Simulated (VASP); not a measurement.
# Sn3Te2O (P6/mmm) in VASP: notebook

Sn3Te2O is run at these levels: PBE; tasks: relaxation of cell and atoms, single point.

Program: VASP 6.6.1. These are calculated values, not measurements. Logs are shortened: lines on timing, memory, paths and dates and some standing lists are left out, and cuts for length are marked.

### Step 1. The cell of the first run

The structure is hexagonal, space group P6/mmm (No. 191). The conventional cell has a = 6.740 Å, b = 6.740 Å, c = 3.882 Å, α = 90.00°, β = 90.00°, γ = 120.00°. Sn (site symmetry mmm) has 4 Te at 2.75 Å and 4 Sn at 3.37 Å within 3.6 Å. Within 3.6 Å of Te (site symmetry -6m2) lie 6 Sn at 2.75 Å. O (site symmetry 6/mmm) has 2 O at 3.88 Å and 12 Sn at 3.89 Å and 6 Te at 3.89 Å within 5.1 Å.

The cell was built from a structure type or drawn by symmetry, and may not be a known phase.

### Step 2. Relaxation of cell and atoms, PBE

File INCAR:

```
SYSTEM = Sn3Te2O
PREC = Accurate ; ENCUT = 600
EDIFF = 1E-6 ; ISMEAR = 0
SIGMA = 0.1 ; LREAL = .False.
LASPH = .True. ; NELM = 60
ALGO = Normal ; ISIF = 3
LWAVE = .False. ; LCHARG = .False.
GGA = PE ; IBRION = 2
NSW = 90 ; EDIFFG = -0.04
```

File KPOINTS:

```
regular mesh
0
Gamma
  3 3 4
  0 0 0
```

File POSCAR:

```
Sn3Te2O
1.0
    6.7403571100      0.0000000000      0.0000000000
   -3.3701785600      5.8373204900      0.0000000000
    0.0000000000      0.0000000000      3.8822860300
Sn Te O
3 2 1
Direct
    0.5000000000      0.0000000000      0.5000000000
    0.5000000000      0.5000000000      0.5000000000
    0.0000000000      0.5000000000      0.5000000000
    0.3333333300      0.6666666700      0.0000000000
    0.6666666700      0.3333333300      0.0000000000
    0.0000000000      0.0000000000      0.0000000000
```

Potentials or basis: VASP PAW PBE potentials, release 64 (Sn_d, Te, O).

On the command line:

```sh
> cat potpaw_PBE.64/Sn_d/POTCAR potpaw_PBE.64/Te/POTCAR potpaw_PBE.64/O/POTCAR > POTCAR
> mpirun -np 1 vasp_std > vasp.out
```

OUTCAR:

```text
SYSTEM = Sn3Te2O
   PREC = Accurate
   ENCUT = 600
   EDIFF = 1E-6
   ISMEAR = 0
   LREAL = .False.
   LASPH = .True.
   NELM = 60
   ISIF = 3
   GGA = PE
   IBRION = 2
   NSW = 90
   EDIFFG = -0.04

 ion  position               nearest neighbor table
   1  0.500  0.000  0.500-   4 2.75   5 2.75   4 2.75   5 2.75   3 3.37   3 3.37   2 3.37   2 3.37

   2  0.500  0.500  0.500-   4 2.75   5 2.75   4 2.75   5 2.75   3 3.37   3 3.37   1 3.37   1 3.37

   3  0.000  0.500  0.500-   4 2.75   5 2.75   4 2.75   5 2.75   1 3.37   1 3.37   2 3.37   2 3.37

   4  0.333  0.667  0.000-   3 2.75   3 2.75   1 2.75   1 2.75   2 2.75   2 2.75
   5  0.667  0.333  0.000-   3 2.75   3 2.75   1 2.75   1 2.75   2 2.75   2 2.75
   6  0.000  0.000  0.000-

  LATTYP: Found a hexagonal cell.
 ALAT       =     6.7403571100
 C/A-ratio  =     0.5759763120

  Lattice vectors:

 A1 = (   6.7403571100,   0.0000000000,   0.0000000000)
 A2 = (  -3.3701785600,   5.8373204900,   0.0000000000)
 A3 = (   0.0000000000,   0.0000000000,   3.8822860300)

Analysis of symmetry for initial positions (statically):
=====================================================================
 Subroutine PRICEL returns:
 Original cell was already a primitive cell.

 Routine SETGRP: Setting up the symmetry group for a
 hexagonal supercell.

 Subroutine GETGRP returns: Found 24 space group operations
 (whereof 24 operations were pure point group operations)
 out of a pool of 24 trial point group operations.

The static configuration has the point symmetry D_6h.

Analysis of symmetry for dynamics (positions and initial velocities):
=====================================================================
 Subroutine PRICEL returns:
 Original cell was already a primitive cell.

 Routine SETGRP: Setting up the symmetry group for a
 hexagonal supercell.

 Subroutine GETGRP returns: Found 24 space group operations
 (whereof 24 operations were pure point group operations)
 out of a pool of 24 trial point group operations.

The dynamic configuration has the point symmetry D_6h.

 Subroutine INISYM returns: Found 24 space group operations
 (whereof 24 operations are pure point group operations),
 and found     1 'primitive' translations

----------------------------------------------------------------------------------------

                                     Primitive cell

  volume of cell :     152.7510

  direct lattice vectors                    reciprocal lattice vectors
     6.740357110  0.000000000  0.000000000     0.148360092  0.085655739  0.000000000
    -3.370178560  5.837320490  0.000000000     0.000000000  0.171311478  0.000000000
[... 64 lines left out ...]
   ions per type =               3   2   1
   NGX,Y,Z   is equivalent  to a cutoff of  13.32, 13.32, 13.70 a.u.
   NGXF,Y,Z  is equivalent  to a cutoff of  26.64, 26.64, 27.41 a.u.
 SYSTEM =  Sn3Te2O
   PREC   = accura    normal or accurate (medium, high low for compatibility)
   ISTART =      0    job   : 0-new  1-cont  2-samecut
   ICHARG =      2    charge: 1-file 2-atom 10-const
   ISPIN  =      1    spin polarized calculation?
   LNONCOLLINEAR =      F non collinear calculations
   LSORBIT =      F    spin-orbit coupling
   LASPH  =      T    aspherical Exc in radial PAW
   ENCUT  =  600.0 eV  44.10 Ry    6.64 a.u.  13.46 13.46  7.75*2*pi/ulx,y,z
   NELM   =     60;   NELMIN=  2; NELMDL= -5     # of ELM steps
   EDIFF  = 0.1E-05   stopping-criterion for ELM
   LREAL  =      F    real-space projection
   EDIFFG = -.4E-01   stopping-criterion for IOM
   NSW    =     90    number of steps for IOM
   IBRION =      2    ionic relax: 0-MD 1-quasi-New 2-CG
   NFREE  =      1    steps in history (QN), initial steepest desc. (CG)
   ISIF   =      3    stress and relaxation
   ISYM   =      2    0-nonsym 1-usesym 2-fastsym
   POTIM  = 0.5000    time-step for ionic-motion
   TEBEG  =    0.0;   TEEND  =   0.0 temperature during run
   PSTRESS=    0.0 pullay stress
   NELECT =      60.0000    total number of electrons
   NUPDOWN=      -1.0000    fix difference up-down
   EMIN   =  10.00;   EMAX   =-10.00  energy-range for DOS
   EFERMI =   0.00;   METHOD = LEGACY
   ISMEAR =     0;   SIGMA  =   0.10  broadening in eV -4-tet -1-fermi 0-gaus
   EFERMI_NEDOS =   21; number of points for ismear=-14 and -15
   IALGO  =     38    algorithm
   IMIX   =      4    mixing-type and parameters
     AMIX     =   0.40;   BMIX     =  1.00
     AMIX_MAG =   1.60;   BMIX_MAG =  1.00
  volume/ion in A,a.u.               =      25.46       171.80
  Fermi-wavevector in a.u.,A,eV,Ry     =   1.198939  2.265667 19.557774  1.437456
  Thomas-Fermi vector in A             =   2.334815
   LORBIT       =      0    0 simple, 1 ext, 2 COOP (PROOUT), +10 PAW based schemes
   GGA     = PE    functional components
   LHFCALC =     F    Hartree Fock is set to
   AEXX    =    0.0000 exact exchange contribution
   IVDW    =     0    specifies the selected vdW correction
   LEPSILON=     F    determine dielectric tensor
   LRPA    =     F    only Hartree local field effects (RPA)
 conjugate gradient relaxation of ions
 non-spin polarized calculation
 Gauss-broadening in eV      SIGMA  =   0.10
  energy-cutoff  :      600.00
  volume of cell :      152.75
 maximum number of plane-waves:      5133
 NGX is ok and might be reduce to    54
   NGX = 27   NGY = 27   NGZ = 15

--------------------------------------- Ionic step        1  -------------------------------------------

 number of electron      60.0000016 magnetization

 Free energy of the ion-electron system (eV)
  ---------------------------------------------------
  ext. energy  EPLUGINS =         0.00000000
  ---------------------------------------------------
  free energy    TOTEN  =       -16.16315856 eV

  energy without entropy =      -16.13269743  energy(sigma->0) =      -16.14792799

 E-fermi :   7.1361     XC(G=0):  -9.7134

 val. band max:        7.0779753856   @ k =   0.3333   0.3333   0.2500
 cond. band min:       7.1646876434   @ k =   0.3333   0.0000   0.2500
 fundamental gap:      0.0867122578
 Fermi energy:         7.1360713049

 k-point     1 :       0.0000    0.0000    0.0000
  band No.  band energies     occupation
      1     -15.2031      2.00000
      2     -15.1713      2.00000
      3     -15.1029      2.00000
      4     -15.1023      2.00000
      5     -15.1023      2.00000
      6     -15.0945      2.00000
[... 459 lines left out ...]
--------------------------------------- Ionic step        4  -------------------------------------------

 number of electron      60.0000014 magnetization

 Free energy of the ion-electron system (eV)
  ---------------------------------------------------
  ext. energy  EPLUGINS =         0.00000000
  ---------------------------------------------------
  free energy    TOTEN  =       -19.35342566 eV

  energy without entropy =      -19.31479942  energy(sigma->0) =      -19.33411254

 E-fermi :   3.7036     XC(G=0):  -8.3208

 val. band max:        3.6878624953   @ k =   0.0000   0.0000   0.5000
 cond. band min:       3.7298863704   @ k =   0.3333   0.0000   0.0000
 fundamental gap:      0.0420238751
 Fermi energy:         3.7036140851

 k-point     1 :       0.0000    0.0000    0.0000
  band No.  band energies     occupation
      1     -18.2116      2.00000
      2     -18.2026      2.00000
      3     -18.2026      2.00000
      4     -18.1867      2.00000
      5     -18.1867      2.00000
      6     -18.1818      2.00000
[... 373 lines left out ...]
  FREE ENERGIE OF THE ION-ELECTRON SYSTEM (eV)
  ---------------------------------------------------
  free  energy   TOTEN  =       -19.3534256639 eV

  energy  without entropy=      -19.3147994237  energy(sigma->0) =      -19.33411254

 reached required accuracy - stopping structural energy minimisation
```

It took 5 min on 1 thread of AMD EPYC 7R43 (Zen 3), shared host; peak memory 0.31 GiB.

What came out:

- Free energy: -19.3534 eV
- Relaxed volume: 35.06 Å³/atom
- Relaxed cell: a = 7.287 Å, b = 7.287 Å, c = 4.575 Å, α = 90.00°, β = 90.00°, γ = 120.00°
- Space group after relaxing (to 0.1 Å): P6/mmm (No. 191)
- Energy gained by relaxing: 531.7 meV/atom
- Ionic steps: 4
- Pressure after relaxing: -0.1 GPa
- Band gap on the k mesh: zero (bands 30 and 31 overlap by 0.12 eV)

Step by step:
| step | energy change (eV) | largest force (eV/Å) | pressure (GPa) | volume (Å³) |
| --- | --- | --- | --- | --- |
| 1 | 0.0000 | 0.0000 | 21.10 | 152.75 |
| 2 | -2.8153 | 0.0000 | -3.34 | 238.38 |
| 3 | -3.1849 | 0.0000 | 0.47 | 206.96 |
| 4 | -3.1903 | 0.0000 | -0.06 | 210.35 |

Final structure:
```yaml
crystal:
  lattice:
    - [7.28660, 0.00000, 0.00000]
    - [-3.64330, 6.31038, 0.00000]
    - [0.00000, 0.00000, 4.57458]
  atoms:
    - { symbol: Sn, position: [0.50000, 0.00000, 0.50000] }
    - { symbol: Sn, position: [0.50000, 0.50000, 0.50000] }
    - { symbol: Sn, position: [0.00000, 0.50000, 0.50000] }
    - { symbol: Te, position: [0.33333, 0.66667, 0.00000] }
    - { symbol: Te, position: [0.66667, 0.33333, 0.00000] }
    - { symbol: O, position: [0.00000, 0.00000, 0.00000] }
```

Caveat: the k points lie up to 0.34 Å⁻¹ apart in the final cell; the volume moved by over 15 % at a fixed basis, so the end points are rough; semilocal functionals underestimate gaps, so a narrow gap can read as zero; spin-orbit coupling is left out, which moves the levels of the heavy elements.

### Step 3. Single point, PBE

This run uses another cell than the first one, of 32.26 Å³/atom.

File INCAR:

```
SYSTEM = Sn3Te2O
ALGO = Normal
EDIFF = 1E-7
ENCUT = 520
GGA = PE
ISIF = 2
ISMEAR = 0
LASPH = .True.
LCHARG = .True.
LELF = .True.
LREAL = .False.
LVHAR = .True.
LWAVE = .False.
NBANDS = 39
NELM = 100
PREC = Accurate
SIGMA = 0.1
```

File KPOINTS:

```
k-points
0
Gamma
  6 6 8
  0 0 0
```

File POSCAR:

```
Sn3Te2O
1.0
    6.7648655519      0.0000000000      0.0000000000
   -3.3824327759      5.8585454211      0.0000000000
    0.0000000000      0.0000000000      4.8845987698
Sn Te O
3 2 1
Direct
    0.5000000000      0.0000000000      0.5000000000
    0.5000000000      0.5000000000      0.5000000000
    0.0000000000      0.5000000000      0.5000000000
    0.3333333333      0.6666666667      0.0000000000
    0.6666666667      0.3333333333      0.0000000000
    0.0000000000      0.0000000000      0.0000000000
```

Potentials or basis: VASP PAW PBE potentials, release 64 (Sn_d, Te, O).

On the command line:

```sh
> cat potpaw_PBE.64/Sn_d/POTCAR potpaw_PBE.64/Te/POTCAR potpaw_PBE.64/O/POTCAR > POTCAR
> mpirun -np 1 vasp_std > vasp.out
```

Run time: 5.1 min. Hardware: 1 thread of AMD EPYC 7R43 (Zen 3), shared host; peak memory 0.39 GiB.

Results (log left out):

```yaml
Free_energy: -19.4185 eV
Pressure: 0.0 GPa
Band_gap_on_the_k_mesh: zero (bands 30 and 31 overlap by 0.33 eV)
```

Levels at points of the mesh, in eV from the Fermi level:
| k point | band 27 | band 28 | band 29 | band 30 | band 31 | band 32 | band 33 | band 34 |
| --- | --- | --- | --- | --- | --- | --- | --- | --- |
| (0.00, 0.00, 0.00) | -0.44 | -0.44 | -0.16 | -0.02 | -0.02 | 0.86 | 0.86 | 1.19 |
| (0.50, 0.00, 0.00) | -0.94 | -0.20 | -0.19 | -0.05 | 0.06 | 0.80 | 1.07 | 1.13 |
| (0.00, 0.00, 0.50) | -1.26 | -1.26 | -0.40 | 0.18 | 0.18 | 0.95 | 2.02 | 3.67 |
| (0.50, 0.00, 0.50) | -0.65 | -0.54 | -0.16 | -0.13 | 0.70 | 0.76 | 1.07 | 2.93 |

Caveat: semilocal functionals underestimate gaps, so a narrow gap can read as zero; spin-orbit coupling is left out, which moves the levels of the heavy elements.

### Step 4. Relaxation of cell and atoms, PBE

This run uses another cell than the first one, of 32.26 Å³/atom.

File INCAR:

```
SYSTEM = Sn3Te2O
PREC = Accurate
ENCUT = 600
EDIFF = 1E-6
ISMEAR = 0
SIGMA = 0.1
LREAL = .False.
LASPH = .True.
NELM = 100
ALGO = Normal
ISIF = 3
LWAVE = .False.
LCHARG = .False.
GGA = PE
IBRION = 2
NSW = 100
EDIFFG = -0.01
```

File KPOINTS:

```
regular mesh
0
Gamma
  6 6 8
  0 0 0
```

POSCAR is that of step 3.

On the command line:

```sh
> cat potpaw_PBE.64/Sn_d/POTCAR potpaw_PBE.64/Te/POTCAR potpaw_PBE.64/O/POTCAR > POTCAR
> mpirun -np 1 vasp_std > vasp.out
```

Run time: 5.8 min. Hardware: 1 thread of AMD EPYC 7R43 (Zen 3), shared host; peak memory 0.44 GiB.

It converged, with:

- Free energy: -19.4189 eV
- Pressure after relaxing: 0.0 GPa
- Band gap on the k mesh: zero (bands 30 and 31 overlap by 0.33 eV)

Final structure:
```
CELL_PARAMETERS angstrom
6.76487 0.00000 0.00000
-3.38243 5.85855 0.00000
0.00000 0.00000 4.88460
ATOMIC_POSITIONS crystal
Sn 0.50000 0.00000 0.50000
Sn 0.50000 0.50000 0.50000
Sn 0.00000 0.50000 0.50000
Te 0.33333 0.66667 0.00000
Te 0.66667 0.33333 0.00000
O 0.00000 0.00000 0.00000
```

Levels at points of the mesh, in eV from the Fermi level:
| k point | band 27 | band 28 | band 29 | band 30 | band 31 | band 32 | band 33 | band 34 |
| --- | --- | --- | --- | --- | --- | --- | --- | --- |
| (0.00, 0.00, 0.00) | -0.44 | -0.44 | -0.16 | -0.02 | -0.02 | 0.86 | 0.86 | 1.19 |
| (0.50, 0.00, 0.00) | -0.94 | -0.20 | -0.19 | -0.05 | 0.06 | 0.80 | 1.07 | 1.13 |
| (0.00, 0.00, 0.50) | -1.26 | -1.26 | -0.40 | 0.18 | 0.18 | 0.95 | 2.02 | 3.67 |
| (0.50, 0.00, 0.50) | -0.65 | -0.54 | -0.16 | -0.13 | 0.70 | 0.76 | 1.07 | 2.93 |

Caveat: the relaxation stopped at its first step, so nothing moved; semilocal functionals underestimate gaps, so a narrow gap can read as zero; spin-orbit coupling is left out, which moves the levels of the heavy elements.

### Step 5. Overview

| task | cell | k mesh | cutoff (eV) | gap on the mesh (eV) | pressure (GPa) |
| --- | --- | --- | --- | --- | --- |
| relaxation of cell and atoms | relaxed from a = 6.740, b = 6.740, c = 3.882 Å, angles 90.0, 90.0, 120.0°, 6 atoms | 3 × 3 × 4 | 600 | none | -0.1 |
| single point | a = 6.765, b = 6.765, c = 4.885 Å, angles 90.0, 90.0, 120.0°, 6 atoms | 6 × 6 × 8 | 520 | none | 0.0 |
| relaxation of cell and atoms | relaxed from a = 6.765, b = 6.765, c = 4.885 Å, angles 90.0, 90.0, 120.0°, 6 atoms | 6 × 6 × 8 | 600 | none | 0.0 |

Alike in all rows: level PBE; potentials or basis VASP PAW PBE potentials, release 64 (Sn_d, Te, O); no spin polarisation; smearing gaussian 0.1 eV.

Caveats: some runs use coarse meshes; semilocal functionals underestimate gaps, so a narrow gap can read as zero; spin-orbit coupling is left out, which moves the levels of the heavy elements; the volume moved by over 15 % at a fixed basis, so the end points are rough (at least some runs); the relaxation stopped at its first step, so nothing moved (at least some runs).

Absolute energies hang on the potentials; compare differences alone.
